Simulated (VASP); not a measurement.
# Si3Mo (P1) in VASP: single point with PBE

Aim: the single point of Si3Mo with PBE.

All numbers are computed with VASP 6.6.1; they aren't measurements. Logs are shortened: lines on timing, memory, paths and dates and some standing lists are left out, and cuts for length are marked.

## 1. The cell of the first run

The typed cell holds 8 atoms: a = 4.628 Å, b = 4.628 Å, c = 5.938 Å, α = 89.97°, β = 89.95°, γ = 65.87°.

## 2. Single point, PBE

File INCAR:

```
PREC = Accurate
ENCUT = 520
EDIFF = 1E-6
ISMEAR = 0
SIGMA = 0.1
LREAL = False
LASPH = True
NELM = 80
ALGO = Normal
ISIF = 2
LWAVE = False
LCHARG = False
GGA = PE
NBANDS = 36
```

File KPOINTS:

```
Automatic mesh
0
Gamma
  4 4 4
```

File POSCAR:

```
Si3Mo
1.0
    4.6229074157     -0.0885260044     -0.1938780099
    1.9688025730      4.1863553099     -0.1354530436
    0.2558164373      0.0754999425      5.9320407774
Si Mo
6 2
Direct
    0.4134482505      0.7127268854      0.1277699770
    0.2122874112      0.9135429445      0.6273869130
    0.2337300393      0.3246244214      0.3176934659
    0.8247090350      0.7335956469      0.8180908863
    0.8006411478      0.8907409177      0.3190439115
    0.3908646050      0.3005726407      0.8189742982
    0.6952293315      0.4290961999      0.4855822077
    0.9290901796      0.1951003435      0.9854583404
```

Potentials or basis: VASP PAW PBE potentials, release 64 (Si, Mo_sv).

Run with:

```sh
cat potpaw_PBE.64/Si/POTCAR potpaw_PBE.64/Mo_sv/POTCAR > POTCAR
mpirun -np 1 vasp_std > vasp.out
```

OUTCAR:

```text
PREC = Accurate
   ENCUT = 520
   EDIFF = 1E-6
   ISMEAR = 0
   LREAL = False
   LASPH = True
   NELM = 80
   ISIF = 2
   GGA = PE

 ion  position               nearest neighbor table
   1  0.413  0.713  0.128-   5 2.53   3 2.53   7 2.56   8 2.58   4 2.68   6 2.68   8 2.73   3 2.84
                             5 2.85   2 3.13   2 3.14
   2  0.212  0.914  0.627-   6 2.53   4 2.53   8 2.56   7 2.58   3 2.68   5 2.68   7 2.73   4 2.84
                             6 2.85   1 3.13   1 3.14
   3  0.234  0.325  0.318-   1 2.53   7 2.54   5 2.57   5 2.57   7 2.58   8 2.63   2 2.68   1 2.84
                             6 3.04   6 3.06
   4  0.825  0.734  0.818-   2 2.53   8 2.54   6 2.57   6 2.57   8 2.57   7 2.63   1 2.68   2 2.84
                             5 3.04   5 3.05
   5  0.801  0.891  0.319-   1 2.53   7 2.54   3 2.57   3 2.57   7 2.57   8 2.63   2 2.68   1 2.85
                             4 3.04   4 3.05
   6  0.391  0.301  0.819-   2 2.53   8 2.54   4 2.57   4 2.57   8 2.58   7 2.63   1 2.68   2 2.85
                             3 3.04   3 3.06
   7  0.695  0.429  0.486-   5 2.54   3 2.54   1 2.56   5 2.57   2 2.58   3 2.58   6 2.63   4 2.63
                             2 2.73   8 3.19   8 3.19
   8  0.929  0.195  0.985-   6 2.54   4 2.54   2 2.56   4 2.57   6 2.58   1 2.58   3 2.63   5 2.63
                             1 2.73   7 3.19   7 3.19

  Warning from LATTYP: Got some problem with cell dimensions!
  Tried to take original basis but could not verify dimensions!
  LATTYP: Found a triclinic cell.
 ALAT       =     4.6278178994
 B/A-ratio  =     1.0873648279
 C/A-ratio  =     1.2831175128
 COS(alpha) =     0.0003223148
 COS(beta)  =     0.0009403058
 COS(gamma) =     0.5436093419

  Lattice vectors:

 A1 = (  -4.6229074157,   0.0885260044,   0.1938780099)
 A2 = (  -2.6541048427,   4.2748813143,   0.0584249663)
 A3 = (  -0.2558164373,  -0.0754999425,  -5.9320407774)

Analysis of symmetry for initial positions (statically):
=====================================================================
 Subroutine PRICEL returns:
 Original cell was already a primitive cell.

 Routine SETGRP: Setting up the symmetry group for a
 triclinic supercell.

 Subroutine GETGRP returns: Found  1 space group operations
 (whereof  1 operations were pure point group operations)
 out of a pool of  2 trial point group operations.

The static configuration has the point symmetry C_1 .

Analysis of symmetry for dynamics (positions and initial velocities):
=====================================================================
 Subroutine PRICEL returns:
 Original cell was already a primitive cell.

 Routine SETGRP: Setting up the symmetry group for a
 triclinic supercell.

 Subroutine GETGRP returns: Found  1 space group operations
 (whereof  1 operations were pure point group operations)
 out of a pool of  2 trial point group operations.

The dynamic configuration has the point symmetry C_1 .

 Subroutine INISYM returns: Found  1 space group operations
 (whereof  1 operations are pure point group operations),
 and found     1 'primitive' translations

----------------------------------------------------------------------------------------

                                     Primitive cell

  volume of cell :     116.0666

  direct lattice vectors                    reciprocal lattice vectors
     4.622907416 -0.088526004 -0.193878010     0.214048237 -0.100921931 -0.007946246
     1.968802573  4.186355310 -0.135453044     0.004398354  0.236699152 -0.003202261
     0.255816437  0.075499943  5.932040777     0.007096212  0.002106371  0.168243220

  length of vectors
     4.627817899  4.628185593  5.938034193     0.236780546  0.236761671  0.168405980

  position of ions in fractional coordinates (direct lattice)
     0.413448250  0.712726885  0.127769977
     0.212287411  0.913542945  0.627386913
     0.233730039  0.324624421  0.317693466
     0.824709035  0.733595647  0.818090886
     0.800641148  0.890740918  0.319043912
     0.390864605  0.300572641  0.818974298
     0.695229332  0.429096200  0.485582208
     0.929090180  0.195100344  0.985458340

  ion indices of the primitive-cell ions
   primitive index   ion index
                 1           1
                 2           2
                 3           3
                 4           4
                 5           5
                 6           6
                 7           7
                 8           8

----------------------------------------------------------------------------------------

 KPOINTS: Automatic mesh

Automatic generation of k-mesh.
 Grid dimensions read from file:
 generate k-points for:    4    4    4

 Generating k-lattice:

  Cartesian coordinates                     Fractional coordinates (reciprocal lattice)
     0.053512059 -0.025230483 -0.001986562     0.250000000 -0.000000000  0.000000000
     0.001099588  0.059174788 -0.000800565     0.000000000  0.250000000  0.000000000
     0.001774053  0.000526593  0.042060805     0.000000000  0.000000000  0.250000000

  Length of vectors
     0.059195136  0.059190418  0.042101495

  Shift w.r.t. Gamma in fractional coordinates (k-lattice)
     0.000000000  0.000000000  0.000000000

 Subroutine IBZKPT returns following result:
 ===========================================

 Found     36 irreducible k-points:

 Following reciprocal coordinates:
            Coordinates               Weight
  0.000000  0.000000  0.000000      1.000000
  0.250000 -0.000000  0.000000      2.000000
  0.500000 -0.000000  0.000000      1.000000
  0.000000  0.250000  0.000000      2.000000
  0.250000  0.250000 -0.000000      2.000000
  0.500000  0.250000  0.000000      2.000000
[... 16 lines left out ...]
 -0.000000 -0.250000  0.250000      2.000000
  0.250000 -0.250000  0.250000      2.000000
 [... further k-points ...]
   k-points           NKPTS =     36   k-points in BZ     NKDIM =     36   number of bands    NBANDS=     36
   number of dos      NEDOS =    301   number of ions     NIONS =      8
   total plane-waves  NPLWV =  62208
   dimension x,y,z NGX =    36 NGY =   36 NGZ =   48
   dimension x,y,z NGXF=    72 NGYF=   72 NGZF=   96
   ions per type =               6   2
   NGX,Y,Z   is equivalent  to a cutoff of  12.93, 12.93, 13.44 a.u.
   NGXF,Y,Z  is equivalent  to a cutoff of  25.86, 25.86, 26.88 a.u.
 SYSTEM =  unknown system
   PREC   = accura    normal or accurate (medium, high low for compatibility)
   ISTART =      0    job   : 0-new  1-cont  2-samecut
   ICHARG =      2    charge: 1-file 2-atom 10-const
   ISPIN  =      1    spin polarized calculation?
   LNONCOLLINEAR =      F non collinear calculations
   LSORBIT =      F    spin-orbit coupling
   LASPH  =      T    aspherical Exc in radial PAW
   ENCUT  =  520.0 eV  38.22 Ry    6.18 a.u.   8.60  8.61 11.04*2*pi/ulx,y,z
   NELM   =     80;   NELMIN=  2; NELMDL= -5     # of ELM steps
   EDIFF  = 0.1E-05   stopping-criterion for ELM
   LREAL  =      F    real-space projection
   EDIFFG = 0.1E-04   stopping-criterion for IOM
   NSW    =      0    number of steps for IOM
   IBRION =     -1    ionic relax: 0-MD 1-quasi-New 2-CG
   NFREE  =      0    steps in history (QN), initial steepest desc. (CG)
   ISIF   =      2    stress and relaxation
   ISYM   =      2    0-nonsym 1-usesym 2-fastsym
   POTIM  = 0.5000    time-step for ionic-motion
   TEBEG  =    0.0;   TEEND  =   0.0 temperature during run
   PSTRESS=    0.0 pullay stress
   NELECT =      52.0000    total number of electrons
   NUPDOWN=      -1.0000    fix difference up-down
   EMIN   =  10.00;   EMAX   =-10.00  energy-range for DOS
   EFERMI =   0.00;   METHOD = LEGACY
   ISMEAR =     0;   SIGMA  =   0.10  broadening in eV -4-tet -1-fermi 0-gaus
   EFERMI_NEDOS =   21; number of points for ismear=-14 and -15
   IALGO  =     38    algorithm
   IMIX   =      4    mixing-type and parameters
     AMIX     =   0.40;   BMIX     =  1.00
     AMIX_MAG =   1.60;   BMIX_MAG =  1.00
  volume/ion in A,a.u.               =      14.51        97.91
  Fermi-wavevector in a.u.,A,eV,Ry     =   1.252680  2.367222 21.350361  1.569207
  Thomas-Fermi vector in A             =   2.386569
   LORBIT       =      0    0 simple, 1 ext, 2 COOP (PROOUT), +10 PAW based schemes
   GGA     = PE    functional components
   LHFCALC =     F    Hartree Fock is set to
   AEXX    =    0.0000 exact exchange contribution
   IVDW    =     0    specifies the selected vdW correction
   LEPSILON=     F    determine dielectric tensor
   LRPA    =     F    only Hartree local field effects (RPA)
 non-spin polarized calculation
 Gauss-broadening in eV      SIGMA  =   0.10
  energy-cutoff  :      520.00
  volume of cell :      116.07
 maximum number of plane-waves:      3160
 NGX is ok and might be reduce to    36
   NGX = 17   NGY = 17   NGZ = 23

 number of electron      52.0000001 magnetization

 Free energy of the ion-electron system (eV)
  ---------------------------------------------------
  ext. energy  EPLUGINS =         0.00000000
  ---------------------------------------------------
  free energy    TOTEN  =       -55.04246009 eV

  energy without entropy =      -55.02993374  energy(sigma->0) =      -55.03619692

 E-fermi :  11.0754     XC(G=0): -11.7923

 val. band max:       11.0510738740   @ k =  -0.2500   0.2500   0.0000
 cond. band min:      11.1399768960   @ k =   0.5000   0.5000  -0.0000
 fundamental gap:      0.0889030220
 Fermi energy:        11.0754098444

 k-point     1 :       0.0000    0.0000    0.0000
  band No.  band energies     occupation
      1     -49.8940      2.00000
      2     -49.8759      2.00000
      3     -24.2160      2.00000
      4     -24.0848      2.00000
      5     -24.0595      2.00000
      6     -24.0313      2.00000
[... 28 lines left out ...]
     35      14.4833      0.00000
     36      14.9627      0.00000

 k-point     2 :       0.2500   -0.0000    0.0000
  band No.  band energies     occupation
      1     -49.8939      2.00000
      2     -49.8759      2.00000
      3     -24.2148      2.00000
      4     -24.0855      2.00000
      5     -24.0624      2.00000
      6     -24.0337      2.00000
[... 28 lines left out ...]
     35      15.0245      0.00000
     36      15.3759      0.00000
[... 817 lines left out ...]
     35      14.8395      0.00000
     36      15.2271      0.00000

 k-point    24 :       0.2500   -0.2500    0.2500
  band No.  band energies     occupation
      1     -49.8912      2.00000
      2     -49.8785      2.00000
      3     -24.1940      2.00000
      4     -24.1035      2.00000
      5     -24.0557      2.00000
      6     -24.0320      2.00000
[... 28 lines left out ...]
     35      14.5609      0.00000
     36      14.9430      0.00000

 [... further k-points ...]
[... 5 lines left out ...]
  --------------------------------------------------------------------------------------
  -------------------------------------------------------------------------------------
  Total       -0.0644334     -0.0204837     -0.1311904     -0.0488047      0.0079333     -0.0144982
  in kB       -0.8894348     -0.2827564     -1.8109444     -0.6736968      0.1095104     -0.2001318
  external PRESSURE =      -0.9943785 kB  Pullay stress =       0.0000000 kB

 VOLUME and BASIS-vectors are now :
 -----------------------------------------------------------------------------
  energy-cutoff  :      520.00
  volume of cell :      116.07
      direct lattice vectors                 reciprocal lattice vectors
     4.622907416 -0.088526004 -0.193878010     0.214048237 -0.100921931 -0.007946246
     1.968802573  4.186355310 -0.135453044     0.004398354  0.236699152 -0.003202261
     0.255816437  0.075499943  5.932040777     0.007096212  0.002106371  0.168243220

 POSITION                                       TOTAL-FORCE (eV/Angst)
 -----------------------------------------------------------------------------------
      3.34724      2.95677      0.58124        -0.001709     -0.023816     -0.019248
      2.94047      3.85299      3.55678        -0.010815      0.006111     -0.005334
      1.80090      1.36229      1.79528         0.003426     -0.001323      0.013600
      5.46614      3.05985      4.59369        -0.004663     -0.000330      0.001803
      5.53660      3.68217      1.61670        -0.003866      0.002843     -0.003563
      2.60821      1.28553      4.74170        -0.007100     -0.003911     -0.005786
      4.18301      1.77146      2.68758         0.019458     -0.010340      0.003321
      4.93131      0.80891      5.63922         0.005268      0.030767      0.015208
 -----------------------------------------------------------------------------------
    total drift:                                0.000091     -0.000076      0.000172

  FREE ENERGIE OF THE ION-ELECTRON SYSTEM (eV)
  ---------------------------------------------------
  free  energy   TOTEN  =       -55.0424600919 eV

  energy  without entropy=      -55.0299337439  energy(sigma->0) =      -55.03619692
```

It took 71 s on 1 thread of AMD EPYC 9R45 (Zen 5), shared host; peak memory 0.27 GiB.

What came out:

```
Free energy            : -55.0425 eV
Pressure               : -0.1 GPa
Largest force          : 0.035 eV/Å
Band gap on the k mesh : zero (band 26 reaches 11.79 eV, above the bottom of band 27 at 10.69 eV)
```

Forces on the atoms (eV/Å):
```
Si  -0.002 -0.024 -0.019
Si  -0.011  0.006 -0.005
Si   0.003 -0.001  0.014
Si  -0.005  0.000  0.002
Si  -0.004  0.003 -0.004
Si  -0.007 -0.004 -0.006
Mo   0.019 -0.010  0.003
Mo   0.005  0.031  0.015
```

Stress tensor (GPa, compression positive):
```
-0.09 -0.07 -0.02
-0.07 -0.03  0.01
-0.02  0.01 -0.18
```

Caveat: the k points lie up to 0.37 Å⁻¹ apart.
